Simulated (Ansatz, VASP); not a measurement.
**One calculation of P, two programs**

Contents of INCAR:

```
PREC = Accurate ; ENCUT = 520
EDIFF = 1E-6 ; ISMEAR = 0
SIGMA = 0.05 ; LREAL = False
LASPH = True ; NELM = 60
ALGO = Normal ; ISIF = 2
LWAVE = False ; LCHARG = True
GGA = PS ; LELF = True
LVHAR = True ; NBANDS = 18
```

The input KPOINTS:

```
Automatic mesh
0
Gamma
  8 1 6
```

POSCAR

```
P
1.0
    3.2837277200      0.0000000000      0.0000000000
    0.0000000000     34.8570309900      0.0000000000
    0.0000000000      0.0000000000      4.6320847100
P
4
Direct
    0.0341114863      0.9702614300      0.5706128258
    0.0000000000      0.0297385700      0.4078492800
    0.5000000000      0.0297385700      0.0921507200
    0.5000000000      0.9702614300      0.9078492800
```

Input for Ansatz:

```yaml
crystal:
  lattice:
    - [3.28372772, 0.0, 0.0]
    - [0.0, 34.85703099, 0.0]
    - [0.0, 0.0, 4.63208471]
  atoms:
    - { symbol: P, position: [0.0341114863, 0.97026143, 0.5706128258] }
    - { symbol: P, position: [0.0, 0.02973857, 0.40784928] }
    - { symbol: P, position: [0.5, 0.02973857, 0.09215072] }
    - { symbol: P, position: [0.5, 0.97026143, 0.90784928] }
basis:
  ecutwfc: 420
kpoints:
  mp_grid: { grid: [8, 1, 6] }
hamiltonian:
  xc: pbesol
scf:
  occupations: { method: gaussian, width: 0.05 }
output:
  forces: true
  stress: true
  eigenvalues: true
```

Alike in both runs: task single point; functional PBEsol; k mesh 8 × 1 × 6; occupations gaussian, width 0.05 eV; no spin polarisation.

|  | VASP | Ansatz |
| --- | --- | --- |
| version | VASP 6.6.1 | Ansatz 0.2.0 |
| potentials or method | VASP PAW PBE potentials, release 64 (P), cutoff 520 eV | scalar-relativistic, plane waves, PAW |
| valence electrons in the cell | 20 | 20 |

|  | VASP | Ansatz | Ansatz less VASP |
| --- | --- | --- | --- |
| gap on the k mesh at the Fermi level (eV) | 1.02 | 0.99 | -0.024 |
| least direct gap on the mesh (eV) | 1.06 | 1.04 | -0.017 |
| rms of the force components (eV/Å) | 0.498 | 0.499 | +0.0008 |

VASP's potentials were made for PBE, not for PBEsol. Atom by atom the forces differ by 0.012 eV/Å (rms over components).
